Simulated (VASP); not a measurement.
# Sb2Te2O3 (P-6m2) in VASP: notebook

Runs on Sb2Te2O3. Level: PBE. Tasks: single point, relaxation of cell and atoms.

Everything below comes from runs of VASP 6.6.1. Logs are shortened: lines on timing, memory, paths and dates and some standing lists are left out, and cuts for length are marked.

## (1) The cell of the first run

It takes space group P-6m2 (No. 187, hexagonal). The conventional cell has a = 4.838 Å, b = 4.838 Å, c = 8.553 Å, α = 90.00°, β = 90.00°, γ = 120.00°. Within 2.6 Å of Sb (site symmetry 3m) lie 1 O at 1.94 Å. Te (site symmetry -6m2) has 3 Te at 2.79 Å and 6 O at 3.54 Å and 6 Sb at 3.64 Å within 3.7 Å. Within 2.9 Å of Te (site symmetry -6m2) lie 2 O at 2.18 Å and 3 Te at 2.79 Å. O (site symmetry -6m2) has 2 Sb at 1.94 Å within 2.6 Å. Within 2.9 Å of O (site symmetry 3m) lie 1 Te at 2.18 Å and 3 Sb at 2.80 Å.

The cell was generated, and may not be a known phase.

## (2) Single point, PBE

INCAR reads:

```
SYSTEM = Sb2Te2O3
PREC = Accurate ; ENCUT = 520
EDIFF = 1E-6 ; ISMEAR = 0
SIGMA = 0.15 ; LREAL = .False.
LASPH = .True. ; NELM = 100
ALGO = Normal ; ISIF = 2
LWAVE = .False. ; LCHARG = .False.
GGA = PE ; NBANDS = 29
```

KPOINTS reads:

```
regular mesh
0
Gamma
  3 3 2
  0 0 0
```

POSCAR reads:

```
Sb2Te2O3
1.0
    4.8384774234      0.0000000031      0.0000000000
   -2.4192387144      4.1902443628      0.0000000000
    0.0000000000      0.0000000000      8.5525560861
Sb Te O
2 2 3
Direct
    0.3333333333      0.6666666667      0.2725976696
    0.3333333333      0.6666666667      0.7274023304
    0.0000000000      0.0000000000      0.0000000000
    0.6666666667      0.3333333333      0.0000000000
    0.3333333333      0.6666666667      0.5000000000
    0.6666666667      0.3333333333      0.2547912133
    0.6666666667      0.3333333333      0.7452087867
```

Potentials or basis: VASP PAW PBE potentials, release 64 (Sb, Te, O).

On the command line:

```bash
> cat potpaw_PBE.64/Sb/POTCAR potpaw_PBE.64/Te/POTCAR potpaw_PBE.64/O/POTCAR > POTCAR
> mpirun -np 1 vasp_std > vasp.out
```

OUTCAR:

```text
SYSTEM = Sb2Te2O3
   PREC = Accurate
   ENCUT = 520
   EDIFF = 1E-6
   ISMEAR = 0
   LREAL = .False.
   LASPH = .True.
   NELM = 100
   ISIF = 2
   GGA = PE

 ion  position               nearest neighbor table
   1  0.333  0.667  0.273-   5 1.94   6 2.80   6 2.80   6 2.80   4 3.64   3 3.64   4 3.64   3 3.64
                             3 3.64   4 3.64
   2  0.333  0.667  0.727-   5 1.94   7 2.80   7 2.80   7 2.80   4 3.64   3 3.64   4 3.64   3 3.64
                             3 3.64   4 3.64
   3  0.000  0.000  0.000-   4 2.79   4 2.79   4 2.79   1 3.64   2 3.64   1 3.64   2 3.64   1 3.64
                             2 3.64
   4  0.667  0.333  0.000-   6 2.18   7 2.18   3 2.79   3 2.79   3 2.79   2 3.64   1 3.64   2 3.64
                             1 3.64   1 3.64   2 3.64
   5  0.333  0.667  0.500-   1 1.94   2 1.94
   6  0.667  0.333  0.255-   4 2.18   1 2.80   1 2.80   1 2.80
   7  0.667  0.333  0.745-   4 2.18   2 2.80   2 2.80   2 2.80

  LATTYP: Found a hexagonal cell.
 ALAT       =     4.8384774234
 C/A-ratio  =     1.7676131017

  Lattice vectors:

 A1 = (   4.8384774234,   0.0000000031,   0.0000000000)
 A2 = (  -2.4192387144,   4.1902443628,   0.0000000000)
 A3 = (   0.0000000000,   0.0000000000,   8.5525560861)

Analysis of symmetry for initial positions (statically):
=====================================================================
 Subroutine PRICEL returns:
 Original cell was already a primitive cell.

 Routine SETGRP: Setting up the symmetry group for a
 hexagonal supercell.

 Subroutine GETGRP returns: Found 12 space group operations
 (whereof 12 operations were pure point group operations)
 out of a pool of 24 trial point group operations.

The static configuration has the point symmetry D_3h.

Analysis of symmetry for dynamics (positions and initial velocities):
=====================================================================
 Subroutine PRICEL returns:
 Original cell was already a primitive cell.

 Routine SETGRP: Setting up the symmetry group for a
 hexagonal supercell.

 Subroutine GETGRP returns: Found 12 space group operations
 (whereof 12 operations were pure point group operations)
 out of a pool of 24 trial point group operations.

The dynamic configuration has the point symmetry D_3h.

 Subroutine INISYM returns: Found 12 space group operations
 (whereof 12 operations are pure point group operations),
 and found     1 'primitive' translations

----------------------------------------------------------------------------------------

                                     Primitive cell

  volume of cell :     173.3980

  direct lattice vectors                    reciprocal lattice vectors
     4.838477423  0.000000003  0.000000000     0.206676587  0.119324783  0.000000000
    -2.419238714  4.190244363  0.000000000    -0.000000000  0.238649566  0.000000000
     0.000000000  0.000000000  8.552556086     0.000000000  0.000000000  0.116924109

  length of vectors
     4.838477423  4.838477423  8.552556086     0.238649566  0.238649566  0.116924109

  position of ions in fractional coordinates (direct lattice)
     0.333333333  0.666666667  0.272597670
     0.333333333  0.666666667  0.727402330
     0.000000000  0.000000000  0.000000000
     0.666666667  0.333333333  0.000000000
     0.333333333  0.666666667  0.500000000
     0.666666667  0.333333333  0.254791213
     0.666666667  0.333333333  0.745208787

  ion indices of the primitive-cell ions
   primitive index   ion index
                 1           1
                 2           2
                 3           3
                 4           4
                 5           5
                 6           6
                 7           7

----------------------------------------------------------------------------------------

 KPOINTS: regular mesh

Automatic generation of k-mesh.
 Grid dimensions read from file:
 generate k-points for:    3    3    2

 Generating k-lattice:

  Cartesian coordinates                     Fractional coordinates (reciprocal lattice)
     0.068892196  0.039774928  0.000000000     0.333333333  0.000000000  0.000000000
    -0.000000000  0.079549855  0.000000000     0.000000000  0.333333333  0.000000000
     0.000000000  0.000000000  0.058462054     0.000000000  0.000000000  0.500000000

  Length of vectors
     0.079549855  0.079549855  0.058462054

  Shift w.r.t. Gamma in fractional coordinates (k-lattice)
     0.000000000  0.000000000  0.000000000

 Subroutine IBZKPT returns following result:
 ===========================================

 Found      6 irreducible k-points:

 Following reciprocal coordinates:
            Coordinates               Weight
  0.000000  0.000000  0.000000      1.000000
  0.333333  0.000000  0.000000      6.000000
  0.333333  0.333333  0.000000      2.000000
  0.000000  0.000000  0.500000      1.000000
  0.333333  0.000000  0.500000      6.000000
  0.333333  0.333333  0.500000      2.000000
   k-points           NKPTS =      6   k-points in BZ     NKDIM =      6   number of bands    NBANDS=     29
   number of dos      NEDOS =    301   number of ions     NIONS =      7
   total plane-waves  NPLWV =  82944
   dimension x,y,z NGX =    36 NGY =   36 NGZ =   64
   dimension x,y,z NGXF=    72 NGYF=   72 NGZF=  128
   ions per type =               2   2   3
   NGX,Y,Z   is equivalent  to a cutoff of  12.37, 12.37, 12.44 a.u.
   NGXF,Y,Z  is equivalent  to a cutoff of  24.74, 24.74, 24.88 a.u.
 SYSTEM =  Sb2Te2O3
   PREC   = accura    normal or accurate (medium, high low for compatibility)
   ISTART =      0    job   : 0-new  1-cont  2-samecut
   ICHARG =      2    charge: 1-file 2-atom 10-const
   ISPIN  =      1    spin polarized calculation?
   LNONCOLLINEAR =      F non collinear calculations
   LSORBIT =      F    spin-orbit coupling
   LASPH  =      T    aspherical Exc in radial PAW
   ENCUT  =  520.0 eV  38.22 Ry    6.18 a.u.   9.00  9.00 15.90*2*pi/ulx,y,z
   NELM   =    100;   NELMIN=  2; NELMDL= -5     # of ELM steps
   EDIFF  = 0.1E-05   stopping-criterion for ELM
   LREAL  =      F    real-space projection
   EDIFFG = 0.1E-04   stopping-criterion for IOM
   NSW    =      0    number of steps for IOM
   IBRION =     -1    ionic relax: 0-MD 1-quasi-New 2-CG
   NFREE  =      0    steps in history (QN), initial steepest desc. (CG)
   ISIF   =      2    stress and relaxation
   ISYM   =      2    0-nonsym 1-usesym 2-fastsym
   POTIM  = 0.5000    time-step for ionic-motion
   TEBEG  =    0.0;   TEEND  =   0.0 temperature during run
   PSTRESS=    0.0 pullay stress
   NELECT =      40.0000    total number of electrons
   NUPDOWN=      -1.0000    fix difference up-down
   EMIN   =  10.00;   EMAX   =-10.00  energy-range for DOS
   EFERMI =   0.00;   METHOD = LEGACY
   ISMEAR =     0;   SIGMA  =   0.15  broadening in eV -4-tet -1-fermi 0-gaus
   EFERMI_NEDOS =   21; number of points for ismear=-14 and -15
   IALGO  =     38    algorithm
   IMIX   =      4    mixing-type and parameters
     AMIX     =   0.40;   BMIX     =  1.00
     AMIX_MAG =   1.60;   BMIX_MAG =  1.00
  volume/ion in A,a.u.               =      24.77       167.16
  Fermi-wavevector in a.u.,A,eV,Ry     =   1.004030  1.897342 13.715719  1.008077
  Thomas-Fermi vector in A             =   2.136620
   LORBIT       =      0    0 simple, 1 ext, 2 COOP (PROOUT), +10 PAW based schemes
   GGA     = PE    functional components
   LHFCALC =     F    Hartree Fock is set to
   AEXX    =    0.0000 exact exchange contribution
   IVDW    =     0    specifies the selected vdW correction
   LEPSILON=     F    determine dielectric tensor
   LRPA    =     F    only Hartree local field effects (RPA)
 non-spin polarized calculation
 Gauss-broadening in eV      SIGMA  =   0.15
  energy-cutoff  :      520.00
  volume of cell :      173.40
 maximum number of plane-waves:      4686
 NGX is ok and might be reduce to    36
   NGX = 17   NGY = 17   NGZ = 31

 number of electron      40.0000010 magnetization

 Free energy of the ion-electron system (eV)
  ---------------------------------------------------
  ext. energy  EPLUGINS =         0.00000000
  ---------------------------------------------------
  free energy    TOTEN  =       -30.23976057 eV

  energy without entropy =      -30.19418179  energy(sigma->0) =      -30.21697118

 E-fermi :   4.8790     XC(G=0):  -8.6890

 val. band max:        4.8350861300   @ k =   0.3333   0.3333   0.5000
 cond. band min:       4.9540450397   @ k =   0.3333   0.0000   0.0000
 fundamental gap:      0.1189589098
 Fermi energy:         4.8790260692

 k-point     1 :       0.0000    0.0000    0.0000
  band No.  band energies     occupation
      1     -15.0116      2.00000
      2     -12.9575      2.00000
      3     -12.6702      2.00000
      4      -8.9963      2.00000
      5      -5.8967      2.00000
      6      -3.9889      2.00000
[... 21 lines left out ...]
     28       9.5634      0.00000
     29      10.0055      0.00000

 k-point     2 :       0.3333    0.0000    0.0000
  band No.  band energies     occupation
      1     -14.9973      2.00000
      2     -12.8822      2.00000
      3     -12.6248      2.00000
      4      -8.3894      2.00000
      5      -6.0098      2.00000
      6      -5.9170      2.00000
[... 21 lines left out ...]
     28       9.2283      0.00000
     29      10.5446      0.00000

 k-point     3 :       0.3333    0.3333    0.0000
  band No.  band energies     occupation
      1     -14.9903      2.00000
      2     -12.8449      2.00000
      3     -12.6017      2.00000
      4      -7.5036      2.00000
      5      -7.1176      2.00000
      6      -6.0597      2.00000
[... 21 lines left out ...]
     28       9.3086      0.00000
     29      10.9761      0.00000

 k-point     4 :       0.0000    0.0000    0.5000
  band No.  band energies     occupation
      1     -15.0100      2.00000
      2     -12.9886      2.00000
      3     -12.6401      2.00000
      4      -8.9944      2.00000
      5      -5.8799      2.00000
      6      -3.7399      2.00000
[... 21 lines left out ...]
     28       8.8762      0.00000
     29      11.2354      0.00000

 k-point     5 :       0.3333    0.0000    0.5000
  band No.  band energies     occupation
      1     -14.9968      2.00000
      2     -12.8896      2.00000
      3     -12.6184      2.00000
      4      -8.3918      2.00000
      5      -6.2001      2.00000
      6      -5.6498      2.00000
[... 21 lines left out ...]
     28       9.0966      0.00000
     29      10.8965      0.00000

 k-point     6 :       0.3333    0.3333    0.5000
  band No.  band energies     occupation
      1     -14.9902      2.00000
      2     -12.8401      2.00000
      3     -12.6073      2.00000
      4      -7.5031      2.00000
      5      -7.1131      2.00000
      6      -6.1779      2.00000
[... 21 lines left out ...]
     28       9.3443      0.00000
     29      10.6483      0.00000

------------------------ aborting loop because EDIFF is reached ----------------------------------------

  FORCE on cell =-STRESS in cart. coord.  units (eV):
  Direction    XX          YY          ZZ          XY          YZ          ZX
  --------------------------------------------------------------------------------------
  -------------------------------------------------------------------------------------
  Total        0.2710394      0.2710394     -0.1177758     -0.0000000     -0.0000000      0.0000000
  in kB        2.5043734      2.5043734     -1.0882350     -0.0000000     -0.0000000      0.0000000
  external PRESSURE =       1.3068373 kB  Pullay stress =       0.0000000 kB

 VOLUME and BASIS-vectors are now :
 -----------------------------------------------------------------------------
  energy-cutoff  :      520.00
  volume of cell :      173.40
      direct lattice vectors                 reciprocal lattice vectors
     4.838477423  0.000000003  0.000000000     0.206676587  0.119324783  0.000000000
    -2.419238714  4.190244363  0.000000000    -0.000000000  0.238649566  0.000000000
     0.000000000  0.000000000  8.552556086     0.000000000  0.000000000  0.116924109

 POSITION                                       TOTAL-FORCE (eV/Angst)
 -----------------------------------------------------------------------------------
     -0.00000      2.79350      2.33141         0.000000     -0.000000     -0.059680
     -0.00000      2.79350      6.22115         0.000000     -0.000000      0.059680
      0.00000      0.00000      0.00000        -0.000000     -0.000000      0.000000
      2.41924      1.39675      0.00000         0.000000     -0.000000      0.000000
     -0.00000      2.79350      4.27628         0.000000      0.000000      0.000000
      2.41924      1.39675      2.17912         0.000000      0.000000     -0.016669
      2.41924      1.39675      6.37344        -0.000000      0.000000      0.016669
 -----------------------------------------------------------------------------------
    total drift:                               -0.000000      0.000000      0.000000

  FREE ENERGIE OF THE ION-ELECTRON SYSTEM (eV)
  ---------------------------------------------------
  free  energy   TOTEN  =       -30.2397605709 eV

  energy  without entropy=      -30.1941817854  energy(sigma->0) =      -30.21697118
```

Run time: 25 s. Hardware: 1 thread of Intel Xeon 6975P-C (Granite Rapids), shared host; peak memory 0.27 GiB.

What came out:

```yaml
Free_energy: -30.2398 eV
Pressure: 0.1 GPa
Largest_force: 0.060 eV/Å
Band_gap_on_the_k_mesh: zero (bands 20 and 21 overlap by 0.95 eV)
```

Forces on the atoms (eV/Å):
```
Sb   0.000  0.000 -0.060
Sb   0.000  0.000  0.060
Te   0.000  0.000  0.000
Te   0.000  0.000  0.000
O    0.000  0.000  0.000
O    0.000  0.000 -0.017
O    0.000  0.000  0.017
```

Levels at points of the mesh, in eV from the Fermi level:
| k point | band 18 | band 19 | band 20 | band 21 | band 22 | band 23 | band 24 | band 25 |
| --- | --- | --- | --- | --- | --- | --- | --- | --- |
| (0.00, 0.00, 0.00) | -1.78 | -1.34 | -0.86 | -0.86 | 0.30 | 0.30 | 0.60 | 2.19 |
| (0.00, 0.00, 0.50) | -1.70 | -1.60 | -0.87 | -0.87 | 0.90 | 0.90 | 1.52 | 1.52 |

Caveat: the k points lie up to 0.50 Å⁻¹ apart, too coarse for converged energies and pressures of a metal; spin-orbit coupling is left out, which moves the levels of the heavy elements.

(Continued in part 2 of 2.)

The gap in the log of VASP goes by the Fermi energy; the results here count the filled bands.